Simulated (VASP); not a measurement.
# Zn (P6_3/mmc) in VASP: notebook, part 3 of 3

VASP 6.6.1. Earlier steps stand in the parts before.

## Step 6: Electric field gradients, PBEsol (volume scaled by 0.99)

INCAR

```
PREC = Accurate
ENCUT = 520
EDIFF = 1E-8
ISMEAR = -1
SIGMA = 0.03
LREAL = False
LASPH = True
NELM = 80
ALGO = Normal
ISIF = 2
LWAVE = False
LCHARG = False
GGA = PS
LEFG = True
NBANDS = 19
```

KPOINTS

```
Automatic mesh
0
Gamma
  16 16 8
```

POSCAR

```
Zn
1.0
    2.6558856186      0.0000000000      0.0000000000
   -1.3279428093      2.3000644152      0.0000000000
    0.0000000000      0.0000000000      4.9301557293
Zn
2
Direct
    0.3333333333      0.6666666667      0.2500000000
    0.6666666667      0.3333333333      0.7500000000
```

Potentials or basis: VASP PAW PBE potentials, release 64 (Zn).

The run is started by

```console
cat potpaw_PBE.64/Zn/POTCAR > POTCAR
mpirun -np 1 vasp_std > vasp.out
```

OUTCAR:

```text
PREC = Accurate
   ENCUT = 520
   EDIFF = 1E-8
   ISMEAR = -1
   LREAL = False
   LASPH = True
   NELM = 80
   ISIF = 2
   GGA = PS

 ion  position               nearest neighbor table
   1  0.333  0.667  0.250-   2 2.90   2 2.90   2 2.90   2 2.90   2 2.90   2 2.90
   2  0.667  0.333  0.750-   1 2.90   1 2.90   1 2.90   1 2.90   1 2.90   1 2.90

  LATTYP: Found a hexagonal cell.
 ALAT       =     2.6558856186
 C/A-ratio  =     1.8563132745

  Lattice vectors:

 A1 = (   2.6558856186,   0.0000000000,   0.0000000000)
 A2 = (  -1.3279428093,   2.3000644152,   0.0000000000)
 A3 = (   0.0000000000,   0.0000000000,   4.9301557293)

Analysis of symmetry for initial positions (statically):
=====================================================================
 Subroutine PRICEL returns:
 Original cell was already a primitive cell.

 Routine SETGRP: Setting up the symmetry group for a
 hexagonal supercell.

 Subroutine GETGRP returns: Found 24 space group operations
 (whereof 12 operations were pure point group operations)
 out of a pool of 24 trial point group operations.

The static configuration has the point symmetry D_3d.
 The point group associated with its full space group is D_6h.

Analysis of symmetry for dynamics (positions and initial velocities):
=====================================================================
 Subroutine PRICEL returns:
 Original cell was already a primitive cell.

 Routine SETGRP: Setting up the symmetry group for a
 hexagonal supercell.

 Subroutine GETGRP returns: Found 24 space group operations
[... 159 lines left out ...]
 k-point     1 :       0.0000    0.0000    0.0000
  band No.  band energies     occupation
      1      -7.4862      2.00000
      2      -5.6240      2.00000
      3      -4.9016      2.00000
      4      -4.6668      2.00000
      5      -4.6668      2.00000
      6      -4.6155      2.00000
[... 505 lines left out ...]
      6      -4.6200      2.00000
[... 11 lines left out ...]
     18      14.1534      0.00000
     19      15.5272      0.00000

 [... further k-points ...]

------------------------ aborting loop because EDIFF is reached ----------------------------------------

  FORCE on cell =-STRESS in cart. coord.  units (eV):
  Direction    XX          YY          ZZ          XY          YZ          ZX
  --------------------------------------------------------------------------------------
  -------------------------------------------------------------------------------------
  Total       -0.8510687     -0.8510687     -0.8256547      0.0000000     -0.0000000      0.0000000
  in kB      -45.2757015    -45.2757015    -43.9237144      0.0000000     -0.0000000      0.0000000
  external PRESSURE =     -44.8250392 kB  Pullay stress =       0.0000000 kB

 VOLUME and BASIS-vectors are now :
 -----------------------------------------------------------------------------
  energy-cutoff  :      520.00
  volume of cell :       30.12
      direct lattice vectors                 reciprocal lattice vectors
     2.655885619  0.000000000  0.000000000     0.376522239  0.217385216  0.000000000
    -1.327942809  2.300064415  0.000000000     0.000000000  0.434770432  0.000000000
     0.000000000  0.000000000  4.930155729     0.000000000  0.000000000  0.202833349

 POSITION                                       TOTAL-FORCE (eV/Angst)
 -----------------------------------------------------------------------------------
     -0.00000      1.53338      1.23254         0.000000     -0.000000      0.000000
      1.32794      0.76669      3.69762        -0.000000      0.000000     -0.000000
 -----------------------------------------------------------------------------------
    total drift:                               -0.000000      0.000000      0.000000

  FREE ENERGIE OF THE ION-ELECTRON SYSTEM (eV)
  ---------------------------------------------------
  free  energy   TOTEN  =        -3.1594135230 eV

  energy  without entropy=       -3.1589986004  energy(sigma->0) =       -3.15920606

 Electric field gradients (V/A^2)
---------------------------------------------------------------------
 ion       V_xx      V_yy      V_zz      V_xy      V_xz      V_yz
---------------------------------------------------------------------
   1     -19.188   -19.182    38.370     0.005     0.000    -0.000
   2     -19.188   -19.182    38.370     0.005    -0.000     0.000
---------------------------------------------------------------------

 Electric field gradients after diagonalization (V/A^2)
 (convention: |V_zz| > |V_xx| > |V_yy|)
----------------------------------------------------------------------
 ion       V_xx      V_yy      V_zz     asymmetry (V_yy - V_xx)/ V_zz
----------------------------------------------------------------------
   1     -19.190   -19.180    38.370       0.000
   2     -19.190   -19.180    38.370       0.000
----------------------------------------------------------------------

           NMR quadrupolar parameters

 Cq : quadrupolar parameter    Cq=e*Q*V_zz/h
 eta: asymmetry parameters     (V_yy - V_xx)/ V_zz
 Q  : nuclear electric quadrupole moment in mb (millibarn)
----------------------------------------------------------------------
 ion       Cq(MHz)       eta       Q (mb)
----------------------------------------------------------------------
   1       0.093       0.000       1.000
   2       0.093       0.000       1.000
----------------------------------------------------------------------
```

OSZICAR:

```text
N       E                     dE             d eps       ncg     rms          rms(c)
DAV:   1     0.112634809709E+03    0.11263E+03   -0.12286E+04  5892   0.200E+03
DAV:   2     0.174994293918E+01   -0.11088E+03   -0.10698E+03  5730   0.295E+02
DAV:   3    -0.342539270523E+01   -0.51753E+01   -0.51524E+01  6364   0.703E+01
DAV:   4    -0.345593462824E+01   -0.30542E-01   -0.30535E-01  6327   0.558E+00
DAV:   5    -0.345597283794E+01   -0.38210E-04   -0.38210E-04  6220   0.179E-01    0.421E+00
DAV:   6    -0.317917865540E+01    0.27679E+00   -0.11057E+00  6317   0.224E+01    0.307E+00
DAV:   7    -0.316610969973E+01    0.13069E-01   -0.39121E-02  7304   0.338E+00    0.161E+00
DAV:   8    -0.315944512079E+01    0.66646E-02   -0.20454E-03  7795   0.647E-01    0.530E-02
DAV:   9    -0.315940921778E+01    0.35903E-04   -0.23175E-04  7752   0.202E-01    0.361E-02
DAV:  10    -0.315941394899E+01   -0.47312E-05   -0.20498E-05  5961   0.385E-02    0.297E-03
DAV:  11    -0.315941377086E+01    0.17813E-06   -0.55046E-07  6519   0.128E-02    0.202E-03
DAV:  12    -0.315941351704E+01    0.25382E-06   -0.16623E-08  5373   0.210E-03    0.283E-04
DAV:  13    -0.315941352303E+01   -0.59968E-08   -0.36335E-09  3258   0.777E-04
   1 F= -.31594135E+01 E0= -.31592061E+01  d E =-.414923E-03
```

stdout:

```text
POSCAR found type information on POSCAR Zn
 POSCAR found :  1 types and       2 ions
 scaLAPACK will be used
 -----------------------------------------------------------------------------
|                                                                             |
|                                                                             |
|     You enforced a specific xc type in the INCAR file but a different       |
|     I HOPE YOU KNOW WHAT YOU ARE DOING!                                     |
|                                                                             |
 -----------------------------------------------------------------------------

 LDA part: xc-table for (Slater+PW92), standard interpolation
 POSCAR, INCAR and KPOINTS ok, starting setup
 FFT: planning ... GRIDC
 FFT: planning ... GRID_SOFT
 FFT: planning ... GRID
 WAVECAR not read
 entering main loop
ion   1

ion   2
```

Wall time 35 s (1 thread of AMD EPYC 9R45 (Zen 5), shared host); peak memory 0.16 GiB.

Results:

```yaml
Free_energy: -3.1594 eV
Pressure: -4.5 GPa
Band_gap_on_the_k_mesh: zero (band 12 reaches 4.28 eV, above the bottom of band 13 at -0.02 eV)
```

Stress tensor (GPa, compression positive):
```
-4.53  0.00  0.00
 0.00 -4.53  0.00
 0.00  0.00 -4.39
```

Levels at points of the mesh, in eV from the Fermi level:
| k point | band 8 | band 9 | band 10 | band 11 | band 12 | band 13 | band 14 | band 15 | band 16 | band 17 |
| --- | --- | --- | --- | --- | --- | --- | --- | --- | --- | --- |
| (0.00, 0.00, 0.00) | -7.35 | -7.35 | -7.13 | -7.13 | -3.76 | -3.09 | 13.64 | 17.28 | 17.46 | 17.46 |
| (0.50, 0.00, 0.00) | -7.15 | -6.95 | -6.93 | -2.94 | -2.24 | 2.57 | 3.48 | 4.08 | 5.66 | 10.11 |
| (0.00, 0.00, 0.50) | -7.69 | -7.22 | -7.22 | -7.22 | -7.22 | 4.55 | 4.55 | 18.76 | 18.76 | 18.76 |
| (0.50, 0.00, 0.50) | -7.16 | -6.94 | -6.94 | -1.97 | -1.97 | 0.07 | 0.07 | 10.12 | 10.12 | 11.94 |

Electric field gradients, principal values (V/Å²):
| atom | least | middle | greatest (by size) |
| --- | --- | --- | --- |
| 1 Zn | -19.180 | -19.190 | 38.370 |
| 2 Zn | -19.180 | -19.190 | 38.370 |

Caveat: without QUAD_EFG the Cq values of the log hold for a quadrupole moment of 1 mb, not for the nuclei; the PAW data sets were made with another functional, which shifts forces and pressure a little.

## Step 7: Overview

```csv
cell,gap on the mesh (eV),pressure (GPa)
"a = 2.638, b = 2.638, c = 4.947 Å, angles 90.0, 90.0, 120.0°, 2 atoms",none,-3.5
"a = 2.665, b = 2.665, c = 5.046 Å, angles 90.0, 90.0, 120.0°, 2 atoms",none,-5.9
"a = 2.647, b = 2.647, c = 4.913 Å, angles 90.0, 90.0, 120.0°, 2 atoms",none,-3.8
"a = 2.656, b = 2.656, c = 4.930 Å, angles 90.0, 90.0, 120.0°, 2 atoms",none,-4.5
```

Alike in all rows: task electric field gradients; level PBEsol; potentials or basis VASP PAW PBE potentials, release 64 (Zn); no spin polarisation; k mesh 16 × 16 × 8; cutoff (eV) 520; smearing fermi-dirac 0.03 eV.

Caveats: the PAW data sets were made with another functional, which shifts forces and pressure a little.

Absolute energies hang on the potentials; compare differences alone.
